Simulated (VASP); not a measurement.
# Te (R-3m) in VASP: a series of runs

Te is run at these levels: PBE; tasks: single point.

Everything below comes from runs of VASP 6.6.1. Logs are shortened: lines on timing, memory, paths and dates and some standing lists are left out, and cuts for length are marked.

## (1) The cell of the first run

It takes space group R-3m (No. 166, trigonal). The conventional cell has a = 4.507 Å, b = 4.507 Å, c = 5.279 Å, α = 90.00°, β = 90.00°, γ = 120.00°. Within 4.1 Å of Te (site symmetry -3m) lie 6 Te at 3.14 Å.

## (2) Single point, PBE (volume 30.962 Å^3 an atom, c/a of the conventional cell 1.1713)

INCAR

```
SYSTEM = Te
PREC = Accurate
ENCUT = 520
EDIFF = 1E-6
ISMEAR = 0
SIGMA = 0.15
LREAL = .False.
LASPH = .True.
NELM = 80
ALGO = Normal
ISIF = 2
LWAVE = .False.
LCHARG = .True.
GGA = PE
LELF = .True.
LVHAR = .True.
NBANDS = 9
```

KPOINTS

```
Automatic mesh
0
Gamma
  15 15 15
  0 0 0
```

POSCAR

```
Te
1.0
    2.2536536164      1.3011475221      1.7598029873
   -2.2536536164      1.3011475221      1.7598029873
    0.0000000000     -2.6022950442      1.7598029873
Te
1
Direct
    0.5000000000      0.5000000000      0.5000000000
```

Potentials or basis: VASP PAW PBE potentials, release 64 (Te).

Command:

```
cat potpaw_PBE.64/Te/POTCAR > POTCAR
mpirun -np 1 vasp_std > vasp.out
```

OUTCAR:

```text
SYSTEM = Te
   PREC = Accurate
   ENCUT = 520
   EDIFF = 1E-6
   ISMEAR = 0
   LREAL = .False.
   LASPH = .True.
   NELM = 80
   ISIF = 2
   GGA = PE

 ion  position               nearest neighbor table
   1  0.500  0.500  0.500-

  LATTYP: Found a trigonal (rhomboedric) cell.
 ALAT       =     3.1414719561
 COS(alpha) =    -0.0292904756

  Lattice vectors:

 A1 = (   2.2536536164,   1.3011475221,   1.7598029873)
 A2 = (  -2.2536536164,   1.3011475221,   1.7598029873)
 A3 = (   0.0000000000,  -2.6022950442,   1.7598029873)

Analysis of symmetry for initial positions (statically):
=====================================================================
 Subroutine PRICEL returns:
 Original cell was already a primitive cell.

 Routine SETGRP: Setting up the symmetry group for a
 trigonal (rhombohedral) supercell.

 Subroutine GETGRP returns: Found 12 space group operations
 (whereof 12 operations were pure point group operations)
 out of a pool of 12 trial point group operations.

The static configuration has the point symmetry D_3d.

Analysis of symmetry for dynamics (positions and initial velocities):
=====================================================================
 Subroutine PRICEL returns:
 Original cell was already a primitive cell.

 Routine SETGRP: Setting up the symmetry group for a
 trigonal (rhombohedral) supercell.

 Subroutine GETGRP returns: Found 12 space group operations
 (whereof 12 operations were pure point group operations)
 out of a pool of 12 trial point group operations.

The dynamic configuration has the point symmetry D_3d.

 Subroutine INISYM returns: Found 12 space group operations
 (whereof 12 operations are pure point group operations),
 and found     1 'primitive' translations

----------------------------------------------------------------------------------------

                                     Primitive cell

  volume of cell :      30.9620

  direct lattice vectors                    reciprocal lattice vectors
     2.253653616  1.301147522  1.759802987     0.221861956  0.128092060  0.189415142
    -2.253653616  1.301147522  1.759802987    -0.221861956  0.128092060  0.189415142
     0.000000000 -2.602295044  1.759802987     0.000000000 -0.256184120  0.189415142

  length of vectors
     3.141471956  3.141471956  3.141471956     0.318603829  0.318603829  0.318603829

  position of ions in fractional coordinates (direct lattice)
     0.500000000  0.500000000  0.500000000

  ion indices of the primitive-cell ions
[... 73 lines left out ...]
   NELM   =     80;   NELMIN=  2; NELMDL= -5     # of ELM steps
   EDIFF  = 0.1E-05   stopping-criterion for ELM
   LREAL  =      F    real-space projection
   EDIFFG = 0.1E-04   stopping-criterion for IOM
   NSW    =      0    number of steps for IOM
   IBRION =     -1    ionic relax: 0-MD 1-quasi-New 2-CG
   NFREE  =      0    steps in history (QN), initial steepest desc. (CG)
   ISIF   =      2    stress and relaxation
   ISYM   =      2    0-nonsym 1-usesym 2-fastsym
   POTIM  = 0.5000    time-step for ionic-motion
   TEBEG  =    0.0;   TEEND  =   0.0 temperature during run
   PSTRESS=    0.0 pullay stress
   NELECT =       6.0000    total number of electrons
   NUPDOWN=      -1.0000    fix difference up-down
   EMIN   =  10.00;   EMAX   =-10.00  energy-range for DOS
   EFERMI =   0.00;   METHOD = LEGACY
   ISMEAR =     0;   SIGMA  =   0.15  broadening in eV -4-tet -1-fermi 0-gaus
   EFERMI_NEDOS =   21; number of points for ismear=-14 and -15
   IALGO  =     38    algorithm
   IMIX   =      4    mixing-type and parameters
     AMIX     =   0.40;   BMIX     =  1.00
     AMIX_MAG =   1.60;   BMIX_MAG =  1.00
  volume/ion in A,a.u.               =      30.96       208.94
  Fermi-wavevector in a.u.,A,eV,Ry     =   0.947361  1.790253 12.211136  0.897493
  Thomas-Fermi vector in A             =   2.075447
   LORBIT       =      0    0 simple, 1 ext, 2 COOP (PROOUT), +10 PAW based schemes
   GGA     = PE    functional components
   LHFCALC =     F    Hartree Fock is set to
   AEXX    =    0.0000 exact exchange contribution
   IVDW    =     0    specifies the selected vdW correction
   LEPSILON=     F    determine dielectric tensor
   LRPA    =     F    only Hartree local field effects (RPA)
 non-spin polarized calculation
 Gauss-broadening in eV      SIGMA  =   0.15
  energy-cutoff  :      520.00
  volume of cell :       30.96
 maximum number of plane-waves:       852
   NGX = 11   NGY = 11   NGZ = 11

 number of electron       5.9999998 magnetization

 Free energy of the ion-electron system (eV)
  ---------------------------------------------------
  ext. energy  EPLUGINS =         0.00000000
  ---------------------------------------------------
  free energy    TOTEN  =        -3.09272507 eV

  energy without entropy =       -3.08763936  energy(sigma->0) =       -3.09018222

 E-fermi :   7.1590     XC(G=0):  -9.5221

 val. band max:        7.1577416953   @ k =  -0.3333   0.3333   0.2000
 cond. band min:       7.1600725386   @ k =   0.2667   0.1333   0.1333
 fundamental gap:      0.0023308434
 Fermi energy:         7.1589976298

 k-point     1 :       0.0000    0.0000    0.0000
  band No.  band energies     occupation
      1      -6.8638      2.00000
      2       8.2884      0.00000
      3       8.4923      0.00000
      4       8.4923      0.00000
      5      13.1553      0.00000
      6      13.1553      0.00000
      7      13.8876      0.00000
      8      24.8159      0.00000
      9      24.9016      0.00000
[... 265 lines left out ...]
 k-point    24 :       0.2000    0.1333   -0.0000
  band No.  band energies     occupation
      1      -6.1386      2.00000
      2       5.0482      2.00000
      3       6.7446      1.99991
      4       9.0584      0.00000
      5      14.0861      0.00000
      6      16.3102      0.00000
      7      17.8065      0.00000
      8      19.5274      0.00000
      9      21.1403      0.00000

 [... further k-points ...]
[... 5 lines left out ...]
  --------------------------------------------------------------------------------------
  -------------------------------------------------------------------------------------
  Total        0.5933596      0.5933596      0.5897516      0.0000000      0.0000000      0.0000000
  in kB       30.7043232     30.7043232     30.5176220      0.0000000      0.0000000      0.0000000
  external PRESSURE =      30.6420895 kB  Pullay stress =       0.0000000 kB

 VOLUME and BASIS-vectors are now :
 -----------------------------------------------------------------------------
  energy-cutoff  :      520.00
  volume of cell :       30.96
      direct lattice vectors                 reciprocal lattice vectors
     2.253653616  1.301147522  1.759802987     0.221861956  0.128092060  0.189415142
    -2.253653616  1.301147522  1.759802987    -0.221861956  0.128092060  0.189415142
     0.000000000 -2.602295044  1.759802987     0.000000000 -0.256184120  0.189415142

 POSITION                                       TOTAL-FORCE (eV/Angst)
 -----------------------------------------------------------------------------------
      0.00000      0.00000      2.63970         0.000000      0.000000      0.000000
 -----------------------------------------------------------------------------------
    total drift:                                0.000000      0.000000     -0.000000

  FREE ENERGIE OF THE ION-ELECTRON SYSTEM (eV)
  ---------------------------------------------------
  free  energy   TOTEN  =        -3.0927250693 eV

  energy  without entropy=       -3.0876393634  energy(sigma->0) =       -3.09018222
```

stdout:

```text
POSCAR found type information on POSCAR Te
 POSCAR found :  1 types and       1 ions
 scaLAPACK will be used
 LDA part: xc-table for (Slater+PW92), standard interpolation
 POSCAR, INCAR and KPOINTS ok, starting setup
 FFT: planning ... GRIDC
 FFT: planning ... GRID_SOFT
 FFT: planning ... GRID
 WAVECAR not read
 entering main loop
```

Wall time 43 s (1 thread of Intel Xeon 8259CL, shared host); peak memory 0.21 GiB.

Results:

| Property | Result |
| --- | --- |
| Free energy | -3.0927 eV |
| Pressure | 3.1 GPa |
| Band gap on the k mesh | zero (band 3 reaches 9.81 eV, above the bottom of band 4 at 4.30 eV) |

Levels at points of the mesh, in eV from the Fermi level:
```csv
k point,band 1,band 2,band 3,band 4,band 5,band 6
"(0.00, 0.00, 0.00)",-14.02,1.13,1.33,1.33,6.00,6.00
```

Caveat: spin-orbit coupling is left out, which moves the levels of the heavy elements.

## (3) Single point, PBE (volume 30.962 Å^3 an atom, c/a of the conventional cell 1.2690)

INCAR

```
SYSTEM = Te
ALGO     = Normal         ! electronic algorithm
EDIFF    = 1E-6           ! SCF threshold, eV
ENCUT    = 520            ! plane-wave cutoff, eV
GGA      = PE             ! functional
ISIF     = 2              ! what is computed and relaxed
ISMEAR   = 0              ! smearing method
LASPH    = .TRUE.         ! aspherical terms in the spheres
LCHARG   = .FALSE.        ! write CHGCAR
LREAL    = .FALSE.        ! projectors in reciprocal space
LWAVE    = .FALSE.        ! write WAVECAR
NBANDS   = 9              ! bands
NELM     = 80             ! most SCF steps
PREC     = Accurate       ! precision mode
SIGMA    = 0.15           ! smearing width, eV
```

KPOINTS

```
k-points
0
G
  15 15 15
  0 0 0
```

POSCAR

```
Te
1.0
    2.1942663349      1.2668602591      1.8563493193
   -2.1942663349      1.2668602591      1.8563493193
    0.0000000000     -2.5337205182      1.8563493193
Te
1
Direct
    0.5000000000      0.5000000000      0.5000000000
```

Potentials or basis: VASP PAW PBE potentials, release 64 (Te).

Command:

```
cat potpaw_PBE.64/Te/POTCAR > POTCAR
mpirun -np 1 vasp_std > vasp.out
```

Run time: 52 s. Hardware: 1 thread of Intel Xeon 8259CL, shared host; peak memory 0.21 GiB.

The run converged. Its results:

- Free energy: -3.0927 eV
- Pressure: 3.1 GPa
- Band gap on the k mesh: zero (band 3 reaches 9.83 eV, above the bottom of band 4 at 4.14 eV)

Levels at points of the mesh, in eV from the Fermi level:
| k point | band 1 | band 2 | band 3 | band 4 | band 5 | band 6 | band 7 |
| --- | --- | --- | --- | --- | --- | --- | --- |
| (0.00, 0.00, 0.00) | -14.03 | 1.20 | 1.20 | 1.37 | 5.99 | 5.99 | 6.72 |

Caveat: spin-orbit coupling is left out, which moves the levels of the heavy elements.
